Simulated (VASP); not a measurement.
Input of a VASP 6.6.1 run:

File INCAR:

```
SYSTEM = Rh
ALGO = Normal
EDIFF = 1E-7
ENCUT = 520
GGA = PE
ISIF = 2
ISMEAR = 0
LASPH = .TRUE.
LCHARG = .FALSE.
LREAL = .FALSE.
LWAVE = .FALSE.
NBANDS = 14
NELM = 100
PREC = Accurate
SIGMA = 0.1
```

File KPOINTS:

```
k-points
0
G
  18 18 18
  0 0 0
```

File POSCAR:

```
Rh
1.0
    0.0000000000      1.9149689496      1.9149689496
    1.9149689496      0.0000000000      1.9149689496
    1.9149689496      1.9149689496      0.0000000000
Rh
1
Direct
    0.0000000000      0.0000000000      0.0000000000
```

Potentials or basis: VASP PAW PBE potentials, release 64 (Rh_pv).

The run is started by

```bash
$ cat potpaw_PBE.64/Rh_pv/POTCAR > POTCAR
$ mpirun -np 1 vasp_std > vasp.out
```

**Question.** Predict the pressure.

**Answer.** 0.0 GPa.
